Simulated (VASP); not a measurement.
# SiNi (rocksalt type) (Fm-3m) in VASP: further runs, part 2 of 2

VASP 6.6.1.

## (3) Single point, PBE (8.52 Å³/atom)

This run uses another cell than the first one, of 8.52 Å³/atom.

INCAR

```
PREC     = Accurate       # precision mode
ENCUT    = 520            # plane-wave cutoff, eV
EDIFF    = 1E-6           # SCF threshold, eV
ISMEAR   = -1             # smearing method
SIGMA    = 0.08           # smearing width, eV
LREAL    = False          # projectors in reciprocal space
LASPH    = True           # aspherical terms in the spheres
NELM     = 100            # most SCF steps
ALGO     = Normal         # electronic algorithm
ISIF     = 2              # what is computed and relaxed
LWAVE    = False          # write WAVECAR
LCHARG   = True           # write CHGCAR
GGA      = PE             # functional
LELF     = True           # ELF
LVHAR    = True         
NBANDS   = 14             # bands
```

KPOINTS

```
regular mesh
0
Gamma
  14 14 14
```

POSCAR

```
SiNi
1.0
    0.0000000000      2.0427944923      2.0427944923
    2.0427944923      0.0000000000      2.0427944923
    2.0427944923      2.0427944923      0.0000000000
Ni Si
1 1
Direct
    0.0000000000      0.0000000000      0.0000000000
    0.5000000000      0.5000000000      0.5000000000
```

Potentials or basis: VASP PAW PBE potentials, release 64 (Ni, Si).

Launch:

```bash
$ cat potpaw_PBE.64/Ni/POTCAR potpaw_PBE.64/Si/POTCAR > POTCAR
$ mpirun -np 1 vasp_std > vasp.out
```

OUTCAR:

```text
PREC = Accurate
   ENCUT = 520
   EDIFF = 1E-6
   ISMEAR = -1
   LREAL = False
   LASPH = True
   NELM = 100
   ISIF = 2
   GGA = PE

 ion  position               nearest neighbor table
   1  0.000  0.000  0.000-   2 2.04   2 2.04   2 2.04   2 2.04   2 2.04   2 2.04
   2  0.500  0.500  0.500-   1 2.04   1 2.04   1 2.04   1 2.04   1 2.04   1 2.04

  LATTYP: Found a face centered cubic cell.
 ALAT       =     4.0855889846

  Lattice vectors:

 A1 = (   0.0000000000,   2.0427944923,   2.0427944923)
 A2 = (   2.0427944923,   0.0000000000,   2.0427944923)
 A3 = (   2.0427944923,   2.0427944923,   0.0000000000)

Analysis of symmetry for initial positions (statically):
=====================================================================
 Subroutine PRICEL returns:
 Original cell was already a primitive cell.

 Routine SETGRP: Setting up the symmetry group for a
 face centered cubic supercell.

 Subroutine GETGRP returns: Found 48 space group operations
 (whereof 48 operations were pure point group operations)
 out of a pool of 48 trial point group operations.

The static configuration has the point symmetry O_h .

Analysis of symmetry for dynamics (positions and initial velocities):
=====================================================================
 Subroutine PRICEL returns:
 Original cell was already a primitive cell.

 Routine SETGRP: Setting up the symmetry group for a
 face centered cubic supercell.

 Subroutine GETGRP returns: Found 48 space group operations
 (whereof 48 operations were pure point group operations)
 out of a pool of 48 trial point group operations.

The dynamic configuration has the point symmetry O_h .

 Subroutine INISYM returns: Found 48 space group operations
 (whereof 48 operations are pure point group operations),
 and found     1 'primitive' translations

----------------------------------------------------------------------------------------

                                     Primitive cell

  volume of cell :      17.0492

  direct lattice vectors                    reciprocal lattice vectors
     0.000000000  2.042794492  2.042794492    -0.244762751  0.244762751  0.244762751
     2.042794492  0.000000000  2.042794492     0.244762751 -0.244762751  0.244762751
     2.042794492  2.042794492  0.000000000     0.244762751  0.244762751 -0.244762751

  length of vectors
     2.888947676  2.888947676  2.888947676     0.423941521  0.423941521  0.423941521

  position of ions in fractional coordinates (direct lattice)
     0.000000000  0.000000000  0.000000000
     0.500000000  0.500000000  0.500000000

  ion indices of the primitive-cell ions
   primitive index   ion index
                 1           1
                 2           2

----------------------------------------------------------------------------------------

 KPOINTS: regular mesh

Automatic generation of k-mesh.
 Grid dimensions read from file:
 generate k-points for:   14   14   14

 Generating k-lattice:

  Cartesian coordinates                     Fractional coordinates (reciprocal lattice)
[... 39 lines left out ...]
  0.214286  0.142857  0.000000     24.000000
  0.285714  0.142857  0.000000     24.000000
 [... further k-points ...]
   k-points           NKPTS =    104   k-points in BZ     NKDIM =    104   number of bands    NBANDS=     14
   number of dos      NEDOS =    301   number of ions     NIONS =      2
   total plane-waves  NPLWV =  13824
   dimension x,y,z NGX =    24 NGY =   24 NGZ =   24
   dimension x,y,z NGXF=    48 NGYF=   48 NGZF=   48
   ions per type =               1   1
   NGX,Y,Z   is equivalent  to a cutoff of  13.81, 13.81, 13.81 a.u.
   NGXF,Y,Z  is equivalent  to a cutoff of  27.62, 27.62, 27.62 a.u.
 SYSTEM =  unknown system
   PREC   = accura    normal or accurate (medium, high low for compatibility)
   ISTART =      0    job   : 0-new  1-cont  2-samecut
   ICHARG =      2    charge: 1-file 2-atom 10-const
   ISPIN  =      1    spin polarized calculation?
   LNONCOLLINEAR =      F non collinear calculations
   LSORBIT =      F    spin-orbit coupling
   LASPH  =      T    aspherical Exc in radial PAW
   ENCUT  =  520.0 eV  38.22 Ry    6.18 a.u.   5.37  5.37  5.37*2*pi/ulx,y,z
   NELM   =    100;   NELMIN=  2; NELMDL= -5     # of ELM steps
   EDIFF  = 0.1E-05   stopping-criterion for ELM
   LREAL  =      F    real-space projection
   EDIFFG = 0.1E-04   stopping-criterion for IOM
   NSW    =      0    number of steps for IOM
   IBRION =     -1    ionic relax: 0-MD 1-quasi-New 2-CG
   NFREE  =      0    steps in history (QN), initial steepest desc. (CG)
   ISIF   =      2    stress and relaxation
   ISYM   =      2    0-nonsym 1-usesym 2-fastsym
   POTIM  = 0.5000    time-step for ionic-motion
   TEBEG  =    0.0;   TEEND  =   0.0 temperature during run
   PSTRESS=    0.0 pullay stress
   NELECT =      14.0000    total number of electrons
   NUPDOWN=      -1.0000    fix difference up-down
   EMIN   =  10.00;   EMAX   =-10.00  energy-range for DOS
   EFERMI =   0.00;   METHOD = LEGACY
   ISMEAR =    -1;   SIGMA  =   0.08  broadening in eV -4-tet -1-fermi 0-gaus
   EFERMI_NEDOS =   21; number of points for ismear=-14 and -15
   IALGO  =     38    algorithm
   IMIX   =      4    mixing-type and parameters
     AMIX     =   0.40;   BMIX     =  1.00
     AMIX_MAG =   1.60;   BMIX_MAG =  1.00
  volume/ion in A,a.u.               =       8.52        57.53
  Fermi-wavevector in a.u.,A,eV,Ry     =   1.533026  2.896999 31.975984  2.350168
  Thomas-Fermi vector in A             =   2.640150
   LORBIT       =      0    0 simple, 1 ext, 2 COOP (PROOUT), +10 PAW based schemes
   GGA     = PE    functional components
   LHFCALC =     F    Hartree Fock is set to
   AEXX    =    0.0000 exact exchange contribution
   IVDW    =     0    specifies the selected vdW correction
   LEPSILON=     F    determine dielectric tensor
   LRPA    =     F    only Hartree local field effects (RPA)
 non-spin polarized calculation
  energy-cutoff  :      520.00
  volume of cell :       17.05
 maximum number of plane-waves:       471
 NGX is ok and might be reduce to    24
   NGX = 11   NGY = 11   NGZ = 11

 number of electron      13.9999998 magnetization

 Free energy of the ion-electron system (eV)
  ---------------------------------------------------
  ext. energy  EPLUGINS =         0.00000000
  ---------------------------------------------------
  free energy    TOTEN  =        -7.50702155 eV

  energy without entropy =       -7.48785132  energy(sigma->0) =       -7.49743644

 E-fermi :  16.5341     XC(G=0): -14.0380

 val. band max:       16.4719186285   @ k =  -0.3571   0.3571   0.1429
 cond. band min:      16.5425037885   @ k =   0.4286   0.2857   0.0714
 fundamental gap:      0.0705851600
 Fermi energy:        16.5341085959

 k-point     1 :       0.0000    0.0000    0.0000
  band No.  band energies     occupation
      1       0.2137      2.00000
      2      11.5086      2.00000
      3      11.5086      2.00000
      4      11.5086      2.00000
      5      11.7342      2.00000
      6      11.7342      2.00000
      7      22.7911      0.00000
      8      22.7911      0.00000
      9      22.7911      0.00000
     10      28.2622      0.00000
     11      28.2622      0.00000
     12      28.2622      0.00000
     13      28.6408      0.00000
     14      34.4100      0.00000
[... 377 lines left out ...]
      1       2.2043      2.00000
      2      10.3955      2.00000
      3      10.7145      2.00000
      4      11.4250      2.00000
      5      12.1316      2.00000
      6      12.4258      2.00000
      7      18.0839      0.00000
      8      20.4845      0.00000
      9      23.4968      0.00000
     10      24.6374      0.00000
     11      26.3062      0.00000
     12      30.0076      0.00000
     13      30.1212      0.00000
     14      34.4209      0.00000

 [... further k-points ...]

------------------------ aborting loop because EDIFF is reached ----------------------------------------

  FORCE on cell =-STRESS in cart. coord.  units (eV):
  Direction    XX          YY          ZZ          XY          YZ          ZX
  --------------------------------------------------------------------------------------
  -------------------------------------------------------------------------------------
  Total       17.8658972     17.8658972     17.8658972      0.0000000      0.0000000     -0.0000000
  in kB     1678.9253322   1678.9253322   1678.9253322      0.0000000      0.0000000     -0.0000000
  external PRESSURE =    1678.9253322 kB  Pullay stress =       0.0000000 kB

 VOLUME and BASIS-vectors are now :
 -----------------------------------------------------------------------------
  energy-cutoff  :      520.00
  volume of cell :       17.05
      direct lattice vectors                 reciprocal lattice vectors
     0.000000000  2.042794492  2.042794492    -0.244762751  0.244762751  0.244762751
     2.042794492  0.000000000  2.042794492     0.244762751 -0.244762751  0.244762751
     2.042794492  2.042794492  0.000000000     0.244762751  0.244762751 -0.244762751

 POSITION                                       TOTAL-FORCE (eV/Angst)
 -----------------------------------------------------------------------------------
      0.00000      0.00000      0.00000         0.000000      0.000000      0.000000
      2.04279      2.04279      2.04279         0.000000      0.000000      0.000000
 -----------------------------------------------------------------------------------
    total drift:                                0.000000     -0.000000     -0.000000

  FREE ENERGIE OF THE ION-ELECTRON SYSTEM (eV)
  ---------------------------------------------------
  free  energy   TOTEN  =        -7.5070215515 eV

  energy  without entropy=       -7.4878513215  energy(sigma->0) =       -7.49743644
```

Wall time 18 s (1 thread of Intel Xeon Platinum 8259CL at 2.50GHz (Skylake/Cascade Lake), shared host); peak memory 0.15 GiB.

What came out:

| Quantity | Value |
| --- | --- |
| Free energy | -7.5070 eV |
| Pressure | 167.9 GPa |
| Band gap on the k mesh | zero (bands 7 and 8 overlap by 7.94 eV) |

Caveat: the cell stands under pressure.
